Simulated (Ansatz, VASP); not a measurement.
Mg in VASP and in Ansatz

File POSCAR:

```
Mg
1.0
   -1.8359916300      1.8359916300      1.6794040200
    1.8359916300     -1.8359916300      1.6794040200
    1.8359916300      1.8359916300     -1.6794040200
Mg
1
Direct
    0.0000000000      0.0000000000      0.0000000000
```

The input INCAR.step1:

```
SYSTEM = Mg
PREC = Accurate
ENCUT = 520
ISMEAR = 0
SIGMA = 0.15
LREAL = .FALSE.
LASPH = .TRUE.
NELM = 80
NBANDS = 7
GGA = PE
ALGO = Normal
EDIFF = 1E-4
LWAVE = .TRUE.
LCHARG = .FALSE.
```

Contents of INCAR.step2:

```
SYSTEM = Mg
PREC = Accurate
ENCUT = 520
EDIFF = 1E-6
ISMEAR = 0
SIGMA = 0.15
LREAL = .FALSE.
LASPH = .TRUE.
NELM = 80
ALGO = Normal
ISIF = 2
LWAVE = .FALSE.
LCHARG = .FALSE.
METAGGA = R2SCAN
LMIXTAU = .TRUE.
NBANDS = 7
ISTART = 1
```

File KPOINTS:

```
Automatic mesh
0
G
  20 20 20
  0 0 0
```

Input for Ansatz:

```yaml
crystal:
  lattice:
    - [-1.83599163, 1.83599163, 1.67940402]
    - [1.83599163, -1.83599163, 1.67940402]
    - [1.83599163, 1.83599163, -1.67940402]
  atoms:
    - { symbol: Mg, position: [0.0, 0.0, 0.0] }
basis:
  ecutwfc: 500
kpoints:
  mp_grid: { grid: [20, 20, 20] }
hamiltonian:
  xc: r2scan
scf:
  occupations: { method: gaussian, width: 0.15 }
output:
  forces: true
  stress: true
  eigenvalues: true
```

Alike in both runs: task single point; functional r2SCAN; k mesh 20 × 20 × 20; occupations gaussian, width 0.15 eV; no spin polarisation.

|  | VASP | Ansatz |
| --- | --- | --- |
| version | VASP 6.6.1 | Ansatz 0.2.0 |
| potentials or method | VASP PAW PBE potentials, release 64 (Mg), cutoff 520 eV | scalar-relativistic, plane waves, PAW |
| valence electrons in the cell | 2 | 10 |

```csv
,VASP,Ansatz,Ansatz less VASP
gap on the k mesh at the Fermi level (eV),none,none,-
pressure (GPa),-0.4,-0.1,+0.27
"traceless stress, the component that is largest in VASP (GPa)",0.37,0.39,+0.012
```

VASP's potentials were made for PBE, not for r2SCAN. A gap of «none» marks a metal or a gap that the smearing closes. VASP's potentials hold 2 valence electrons a cell and Ansatz's 10, so a difference there can come from the potentials and not from the codes.
